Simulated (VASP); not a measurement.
# MgTe4 (Pm-3m) in VASP: notebook

The runs below take MgTe4 through relaxation of cell and atoms, single point, with PBE.

Everything below comes from runs of VASP 6.6.1. Logs are shortened: lines on timing, memory, paths and dates and some standing lists are left out, and cuts for length are marked.

### 1 The cell of the first run

Symmetry: Pm-3m, No. 221, cubic system. Conventional cell: a = 5.253 Å, b = 5.253 Å, c = 5.253 Å, α = 90.00°, β = 90.00°, γ = 90.00°. Mg (site symmetry m-3m) has 20 Te at 3.71 to 4.55 Å within 4.9 Å. Te (site symmetry m-3m) has 6 Te at 2.63 Å within 3.5 Å. Te (site symmetry 4/mmm) has 2 Te at 2.63 Å within 3.5 Å.

The cell was built from a structure type or drawn by symmetry, and may not be a known phase.

### 2 Relaxation of cell and atoms, PBE

INCAR

```
SYSTEM = MgTe4
ALGO = Normal ; EDIFF = 1E-7
EDIFFG = -0.04 ; ENCUT = 600
GGA = PE ; IBRION = 2
ISIF = 3 ; ISMEAR = 0
LASPH = .TRUE. ; LCHARG = .FALSE.
LREAL = .FALSE. ; LWAVE = .FALSE.
NELM = 60 ; NSW = 90
PREC = Accurate ; SIGMA = 0.1
```

KPOINTS

```
k-points
0
G
  4 4 4
  0 0 0
```

POSCAR

```
MgTe4
1.0
    5.2529386000      0.0000000000      0.0000000000
    0.0000000000      5.2529386000      0.0000000000
    0.0000000000      0.0000000000      5.2529386000
Mg Te
1 4
Direct
    0.0000000000      0.0000000000      0.0000000000
    0.5000000000      0.5000000000      0.5000000000
    0.0000000000      0.5000000000      0.5000000000
    0.5000000000      0.0000000000      0.5000000000
    0.5000000000      0.5000000000      0.0000000000
```

Potentials or basis: VASP PAW PBE potentials, release 64 (Mg, Te).

The run is started by

```
cat potpaw_PBE.64/Mg/POTCAR potpaw_PBE.64/Te/POTCAR > POTCAR
mpirun -np 1 vasp_std > vasp.out
```

OUTCAR:

```text
SYSTEM = MgTe4
   EDIFF = 1E-7
   EDIFFG = -0.04
   ENCUT = 600
   GGA = PE
   IBRION = 2
   ISIF = 3
   ISMEAR = 0
   LASPH = .TRUE.
   LREAL = .FALSE.
   NELM = 60
   NSW = 90
   PREC = Accurate

 ion  position               nearest neighbor table
   1  0.000  0.000  0.000-
   2  0.500  0.500  0.500-   3 2.63   4 2.63   5 2.63   5 2.63   4 2.63   3 2.63
   3  0.000  0.500  0.500-   2 2.63   2 2.63
   4  0.500  0.000  0.500-   2 2.63   2 2.63
   5  0.500  0.500  0.000-   2 2.63   2 2.63

  LATTYP: Found a simple cubic cell.
 ALAT       =     5.2529386000

  Lattice vectors:

 A1 = (   5.2529386000,   0.0000000000,   0.0000000000)
 A2 = (   0.0000000000,   5.2529386000,   0.0000000000)
 A3 = (   0.0000000000,   0.0000000000,   5.2529386000)

Analysis of symmetry for initial positions (statically):
=====================================================================
 Subroutine PRICEL returns:
 Original cell was already a primitive cell.

 Routine SETGRP: Setting up the symmetry group for a
 simple cubic supercell.

 Subroutine GETGRP returns: Found 48 space group operations
 (whereof 48 operations were pure point group operations)
 out of a pool of 48 trial point group operations.

The static configuration has the point symmetry O_h .

Analysis of symmetry for dynamics (positions and initial velocities):
=====================================================================
 Subroutine PRICEL returns:
 Original cell was already a primitive cell.

 Routine SETGRP: Setting up the symmetry group for a
 simple cubic supercell.

 Subroutine GETGRP returns: Found 48 space group operations
 (whereof 48 operations were pure point group operations)
 out of a pool of 48 trial point group operations.

The dynamic configuration has the point symmetry O_h .

 Subroutine INISYM returns: Found 48 space group operations
 (whereof 48 operations are pure point group operations),
 and found     1 'primitive' translations

----------------------------------------------------------------------------------------

                                     Primitive cell

  volume of cell :     144.9462

  direct lattice vectors                    reciprocal lattice vectors
     5.252938600  0.000000000  0.000000000     0.190369634  0.000000000  0.000000000
     0.000000000  5.252938600  0.000000000     0.000000000  0.190369634  0.000000000
     0.000000000  0.000000000  5.252938600     0.000000000  0.000000000  0.190369634

  length of vectors
     5.252938600  5.252938600  5.252938600     0.190369634  0.190369634  0.190369634

  position of ions in fractional coordinates (direct lattice)
     0.000000000  0.000000000  0.000000000
     0.500000000  0.500000000  0.500000000
     0.000000000  0.500000000  0.500000000
     0.500000000  0.000000000  0.500000000
     0.500000000  0.500000000  0.000000000

  ion indices of the primitive-cell ions
   primitive index   ion index
                 1           1
                 2           2
                 3           3
                 4           4
                 5           5

----------------------------------------------------------------------------------------

 KPOINTS: k-points

Automatic generation of k-mesh.
 Grid dimensions read from file:
 generate k-points for:    4    4    4

 Generating k-lattice:

  Cartesian coordinates                     Fractional coordinates (reciprocal lattice)
     0.047592409  0.000000000  0.000000000     0.250000000  0.000000000  0.000000000
     0.000000000  0.047592409  0.000000000     0.000000000  0.250000000  0.000000000
     0.000000000  0.000000000  0.047592409     0.000000000  0.000000000  0.250000000

  Length of vectors
     0.047592409  0.047592409  0.047592409

  Shift w.r.t. Gamma in fractional coordinates (k-lattice)
     0.000000000  0.000000000  0.000000000

 Subroutine IBZKPT returns following result:
 ===========================================

 Found     10 irreducible k-points:

 Following reciprocal coordinates:
            Coordinates               Weight
  0.000000  0.000000  0.000000      1.000000
  0.250000  0.000000  0.000000      6.000000
  0.500000  0.000000  0.000000      3.000000
  0.250000  0.250000  0.000000     12.000000
  0.500000  0.250000  0.000000     12.000000
  0.500000  0.500000  0.000000      3.000000
  0.250000  0.250000  0.250000      8.000000
  0.500000  0.250000  0.250000     12.000000
  0.500000  0.500000  0.250000      6.000000
  0.500000  0.500000  0.500000      1.000000
   k-points           NKPTS =     10   k-points in BZ     NKDIM =     10   number of bands    NBANDS=     17
   number of dos      NEDOS =    301   number of ions     NIONS =      5
   total plane-waves  NPLWV =  74088
   dimension x,y,z NGX =    42 NGY =   42 NGZ =   42
   dimension x,y,z NGXF=    84 NGYF=   84 NGZF=   84
   ions per type =               1   4
   NGX,Y,Z   is equivalent  to a cutoff of  13.29, 13.29, 13.29 a.u.
   NGXF,Y,Z  is equivalent  to a cutoff of  26.58, 26.58, 26.58 a.u.
 SYSTEM =  MgTe4
   PREC   = accura    normal or accurate (medium, high low for compatibility)
   ISTART =      0    job   : 0-new  1-cont  2-samecut
   ICHARG =      2    charge: 1-file 2-atom 10-const
   ISPIN  =      1    spin polarized calculation?
   LNONCOLLINEAR =      F non collinear calculations
   LSORBIT =      F    spin-orbit coupling
   LASPH  =      T    aspherical Exc in radial PAW
   ENCUT  =  600.0 eV  44.10 Ry    6.64 a.u.  10.49 10.49 10.49*2*pi/ulx,y,z
   NELM   =     60;   NELMIN=  2; NELMDL= -5     # of ELM steps
   EDIFF  = 0.1E-06   stopping-criterion for ELM
   LREAL  =      F    real-space projection
   EDIFFG = -.4E-01   stopping-criterion for IOM
   NSW    =     90    number of steps for IOM
   IBRION =      2    ionic relax: 0-MD 1-quasi-New 2-CG
   NFREE  =      1    steps in history (QN), initial steepest desc. (CG)
   ISIF   =      3    stress and relaxation
   ISYM   =      2    0-nonsym 1-usesym 2-fastsym
   POTIM  = 0.5000    time-step for ionic-motion
   TEBEG  =    0.0;   TEEND  =   0.0 temperature during run
   PSTRESS=    0.0 pullay stress
   NELECT =      26.0000    total number of electrons
   NUPDOWN=      -1.0000    fix difference up-down
   EMIN   =  10.00;   EMAX   =-10.00  energy-range for DOS
   EFERMI =   0.00;   METHOD = LEGACY
   ISMEAR =     0;   SIGMA  =   0.10  broadening in eV -4-tet -1-fermi 0-gaus
   EFERMI_NEDOS =   21; number of points for ismear=-14 and -15
   IALGO  =     38    algorithm
   IMIX   =      4    mixing-type and parameters
     AMIX     =   0.40;   BMIX     =  1.00
     AMIX_MAG =   1.60;   BMIX_MAG =  1.00
  volume/ion in A,a.u.               =      28.99       195.63
  Fermi-wavevector in a.u.,A,eV,Ry     =   0.923273  1.744734 11.598064  0.852434
  Thomas-Fermi vector in A             =   2.048892
   LORBIT       =      0    0 simple, 1 ext, 2 COOP (PROOUT), +10 PAW based schemes
   GGA     = PE    functional components
   LHFCALC =     F    Hartree Fock is set to
   AEXX    =    0.0000 exact exchange contribution
   IVDW    =     0    specifies the selected vdW correction
   LEPSILON=     F    determine dielectric tensor
   LRPA    =     F    only Hartree local field effects (RPA)
 conjugate gradient relaxation of ions
 non-spin polarized calculation
 Gauss-broadening in eV      SIGMA  =   0.10
  energy-cutoff  :      600.00
  volume of cell :      144.95
 maximum number of plane-waves:      4945
 NGX is ok and might be reduce to    42
   NGX = 21   NGY = 21   NGZ = 21

--------------------------------------- Ionic step        1  -------------------------------------------

 number of electron      26.0000000 magnetization

 Free energy of the ion-electron system (eV)
  ---------------------------------------------------
  ext. energy  EPLUGINS =         0.00000000
  ---------------------------------------------------
  free energy    TOTEN  =        -9.84205848 eV

  energy without entropy =       -9.81494377  energy(sigma->0) =       -9.82850113

 E-fermi :   6.1014     XC(G=0):  -9.2843

 val. band max:        6.0945778030   @ k =   0.5000   0.2500   0.0000
 cond. band min:       6.2393124825   @ k =   0.5000   0.2500   0.2500
 fundamental gap:      0.1447346795
 Fermi energy:         6.1013662007

 k-point     1 :       0.0000    0.0000    0.0000
  band No.  band energies     occupation
      1      -9.1619      2.00000
      2      -4.1201      2.00000
      3      -4.1201      2.00000
      4      -1.2990      2.00000
      5      -1.0720      2.00000
      6      -1.0720      2.00000
[... 9 lines left out ...]
     16       9.5022      0.00000
     17       9.5022      0.00000

 k-point     2 :       0.2500    0.0000    0.0000
  band No.  band energies     occupation
      1      -8.9904      2.00000
      2      -4.9716      2.00000
      3      -4.1005      2.00000
      4      -2.1060      2.00000
      5      -0.9668      2.00000
      6      -0.9668      2.00000
[... 9 lines left out ...]
     16       9.6964      0.00000
     17      10.5985      0.00000
[... 219 lines left out ...]
 POSITION                                       TOTAL-FORCE (eV/Angst)
 -----------------------------------------------------------------------------------
      0.00000      0.00000      0.00000        -0.000000      0.000000      0.000000
      3.04803      3.04803      3.04803         0.000000     -0.000000      0.000000
     -0.00000      3.04803      3.04803         0.000000     -0.000000      0.000000
      3.04803     -0.00000      3.04803        -0.000000     -0.000000      0.000000
      3.04803      3.04803     -0.00000        -0.000000      0.000000      0.000000
 -----------------------------------------------------------------------------------
    total drift:                               -0.000000     -0.000000      0.000000

  FREE ENERGIE OF THE ION-ELECTRON SYSTEM (eV)
  ---------------------------------------------------
  free  energy   TOTEN  =       -11.6054279753 eV

  energy  without entropy=      -11.5578275296  energy(sigma->0) =      -11.58162775

--------------------------------------- Ionic step        3  -------------------------------------------

 number of electron      25.9999992 magnetization

 Free energy of the ion-electron system (eV)
  ---------------------------------------------------
  ext. energy  EPLUGINS =         0.00000000
  ---------------------------------------------------
  free energy    TOTEN  =       -11.96768896 eV

  energy without entropy =      -11.93193548  energy(sigma->0) =      -11.94981222

 E-fermi :   3.2385     XC(G=0):  -8.1424

 val. band max:        3.1919601978   @ k =   0.5000   0.2500   0.2500
 cond. band min:       3.2461532892   @ k =   0.5000   0.2500   0.0000
 fundamental gap:      0.0541930914
 Fermi energy:         3.2384878355

 k-point     1 :       0.0000    0.0000    0.0000
  band No.  band energies     occupation
      1      -9.9724      2.00000
      2      -6.6250      2.00000
      3      -6.6250      2.00000
      4      -4.7526      2.00000
      5      -2.1185      2.00000
      6      -2.1185      2.00000
[... 9 lines left out ...]
     16       7.3391      0.00000
     17       7.3391      0.00000

 k-point     2 :       0.2500    0.0000    0.0000
  band No.  band energies     occupation
      1      -9.8438      2.00000
      2      -6.9692      2.00000
      3      -6.6182      2.00000
      4      -5.1342      2.00000
      5      -2.0492      2.00000
      6      -2.0492      2.00000
[... 9 lines left out ...]
     16       7.1338      0.00000
     17       7.4344      0.00000
[... 171 lines left out ...]
 VOLUME and BASIS-vectors are now :
 -----------------------------------------------------------------------------
  energy-cutoff  :      600.00
  volume of cell :      193.26
      direct lattice vectors                 reciprocal lattice vectors
     5.781550298 -0.000000000 -0.000000000     0.172963989  0.000000000 -0.000000000
    -0.000000000  5.781550298 -0.000000000     0.000000000  0.172963989 -0.000000000
     0.000000000  0.000000000  5.781550298     0.000000000  0.000000000  0.172963989

 POSITION                                       TOTAL-FORCE (eV/Angst)
 -----------------------------------------------------------------------------------
      0.00000      0.00000      0.00000        -0.000000      0.000000      0.000000
      2.89078      2.89078      2.89078         0.000000     -0.000000      0.000000
     -0.00000      2.89078      2.89078         0.000000     -0.000000      0.000000
      2.89078     -0.00000      2.89078        -0.000000     -0.000000      0.000000
      2.89078      2.89078     -0.00000        -0.000000      0.000000      0.000000
 -----------------------------------------------------------------------------------
    total drift:                               -0.000000     -0.000000      0.000000

  FREE ENERGIE OF THE ION-ELECTRON SYSTEM (eV)
  ---------------------------------------------------
  free  energy   TOTEN  =       -11.9676889643 eV

  energy  without entropy=      -11.9319354762  energy(sigma->0) =      -11.94981222

 reached required accuracy - stopping structural energy minimisation
```

Run time: 2.6 min. Hardware: 1 thread of AMD EPYC 7R13, shared host; peak memory 0.24 GiB.

Results:

| Item | Value |
| --- | --- |
| Free energy | -11.9677 eV |
| Relaxed volume | 38.65 Å³/atom |
| Relaxed cell | a = 5.782 Å, b = 5.782 Å, c = 5.782 Å, α = 90.00°, β = 90.00°, γ = 90.00° |
| Space group after relaxing (to 0.1 Å) | Pm-3m (No. 221) |
| Energy gained by relaxing | 425.1 meV/atom |
| Ionic steps | 3 |
| Pressure after relaxing | 0.1 GPa |
| Band gap on the k mesh | zero (bands 13 and 14 overlap by 0.65 eV) |

Step by step:
| step | energy change (eV) | largest force (eV/Å) | pressure (GPa) | volume (Å³) |
| --- | --- | --- | --- | --- |
| 1 | 0.0000 | 0.0000 | 18.39 | 144.95 |
| 2 | -1.7634 | 0.0000 | -3.10 | 226.54 |
| 3 | -2.1256 | 0.0000 | 0.12 | 193.26 |

Final structure:
```
Mg Te
1.0
     5.78155    0.00000    0.00000
     0.00000    5.78155    0.00000
     0.00000    0.00000    5.78155
Mg Te
1 4
Direct
  0.00000 0.00000 0.00000
  0.50000 0.50000 0.50000
  0.00000 0.50000 0.50000
  0.50000 0.00000 0.50000
  0.50000 0.50000 0.00000
```

Caveat: the volume moved by over 15 % at a fixed basis, so the end points are rough; semilocal functionals underestimate gaps, so a narrow gap can read as zero; spin-orbit coupling is left out, which moves the levels of the heavy elements.

### 3 Single point, PBE

This run uses another cell than the first one, of 38.25 Å³/atom.

INCAR

```
SYSTEM = MgTe4
ALGO     = Normal         ! electronic algorithm
EDIFF    = 1E-6           ! SCF threshold, eV
ENCUT    = 520            ! plane-wave cutoff, eV
GGA      = PE             ! functional
ISIF     = 2              ! what is computed and relaxed
ISMEAR   = 0              ! smearing method
LASPH    = .TRUE.         ! aspherical terms in the spheres
LCHARG   = .FALSE.        ! write CHGCAR
LREAL    = .FALSE.        ! projectors in reciprocal space
LWAVE    = .FALSE.        ! write WAVECAR
NBANDS   = 21             ! bands
NELM     = 80             ! most SCF steps
PREC     = Accurate       ! precision mode
SIGMA    = 0.1            ! smearing width, eV
```

KPOINTS

```
k-points
0
G
  8 8 8
  0 0 0
```

POSCAR: that of step 2 with these lines changed.

```diff
@@ -2,5 +2,5 @@
 1.0
-    5.2529386000      0.0000000000      0.0000000000
-    0.0000000000      5.2529386000      0.0000000000
-    0.0000000000      0.0000000000      5.2529386000
+    5.7615038231      0.0000000000      0.0000000000
+    0.0000000000      5.7615038231      0.0000000000
+    0.0000000000      0.0000000000      5.7615038231
 Mg Te
```

Potentials or basis: VASP PAW PBE potentials, release 64 (Mg, Te).

The run is started by

```
cat potpaw_PBE.64/Mg/POTCAR potpaw_PBE.64/Te/POTCAR > POTCAR
mpirun -np 1 vasp_std > vasp.out
```

OUTCAR:

```text
SYSTEM = MgTe4
   EDIFF = 1E-6
   ENCUT = 520
   GGA = PE
   ISIF = 2
   ISMEAR = 0
   LASPH = .TRUE.
   LREAL = .FALSE.
   NELM = 80
   PREC = Accurate

 ion  position               nearest neighbor table
   1  0.000  0.000  0.000-
   2  0.500  0.500  0.500-   3 2.88   4 2.88   5 2.88   5 2.88   4 2.88   3 2.88
   3  0.000  0.500  0.500-   2 2.88   2 2.88
   4  0.500  0.000  0.500-   2 2.88   2 2.88
[... 772 lines left out ...]
     20       7.7284      0.00000
     21       9.8427      0.00000

 [... further k-points ...]
[... 5 lines left out ...]
  --------------------------------------------------------------------------------------
  -------------------------------------------------------------------------------------
  Total       -0.0144002     -0.0144002     -0.0144002     -0.0000000     -0.0000000      0.0000000
  in kB       -0.1206347     -0.1206347     -0.1206347     -0.0000000     -0.0000000      0.0000000
  external PRESSURE =      -0.1206347 kB  Pullay stress =       0.0000000 kB

 VOLUME and BASIS-vectors are now :
 -----------------------------------------------------------------------------
  energy-cutoff  :      520.00
  volume of cell :      191.25
      direct lattice vectors                 reciprocal lattice vectors
     5.761503823  0.000000000  0.000000000     0.173565796  0.000000000  0.000000000
     0.000000000  5.761503823  0.000000000     0.000000000  0.173565796  0.000000000
     0.000000000  0.000000000  5.761503823     0.000000000  0.000000000  0.173565796

 POSITION                                       TOTAL-FORCE (eV/Angst)
 -----------------------------------------------------------------------------------
      0.00000      0.00000      0.00000         0.000000      0.000000      0.000000
      2.88075      2.88075      2.88075         0.000000      0.000000      0.000000
      0.00000      2.88075      2.88075         0.000000      0.000000      0.000000
      2.88075      0.00000      2.88075         0.000000      0.000000      0.000000
      2.88075      2.88075      0.00000         0.000000      0.000000      0.000000
 -----------------------------------------------------------------------------------
    total drift:                               -0.000000     -0.000000     -0.000000

  FREE ENERGIE OF THE ION-ELECTRON SYSTEM (eV)
  ---------------------------------------------------
  free  energy   TOTEN  =       -12.0754180605 eV

  energy  without entropy=      -12.0609911801  energy(sigma->0) =      -12.06820462
```

stdout:

```text
POSCAR found type information on POSCAR MgTe
 POSCAR found :  2 types and       5 ions
 scaLAPACK will be used
 LDA part: xc-table for (Slater+PW92), standard interpolation
 POSCAR, INCAR and KPOINTS ok, starting setup
 FFT: planning ... GRIDC
 FFT: planning ... GRID_SOFT
 FFT: planning ... GRID
 WAVECAR not read
 entering main loop
```

It took 3.4 min on 1 thread of AMD EPYC 7R13, shared host; peak memory 0.36 GiB.

What came out:

| Quantity | Value |
| --- | --- |
| Free energy | -12.0754 eV |
| Pressure | 0.0 GPa |
| Band gap on the k mesh | zero (bands 13 and 14 overlap by 0.87 eV) |

Levels at points of the mesh, in eV from the Fermi level:
```
           k point  band 9  band 10  band 11  band 12  band 13  band 14  band 15  band 16  band 17  band 18
(0.00, 0.00, 0.00)   -0.89    -0.89    -0.77    -0.67    -0.67    -0.67     3.89     3.89     3.89     4.45
(0.50, 0.00, 0.00)   -1.50    -1.15    -1.06    -0.70    -0.70    -0.70     1.67     2.65     3.89     3.89
(0.50, 0.50, 0.00)   -1.38    -1.38    -1.20    -0.58    -0.58    -0.11     0.44     0.47     2.79     4.17
(0.50, 0.50, 0.50)   -1.22    -1.22    -1.18    -1.18    -0.93     0.50     0.50     0.50     0.50     4.77
```

Caveat: spin-orbit coupling is left out, which moves the levels of the heavy elements.

(Part 1 of 2 ends here.)
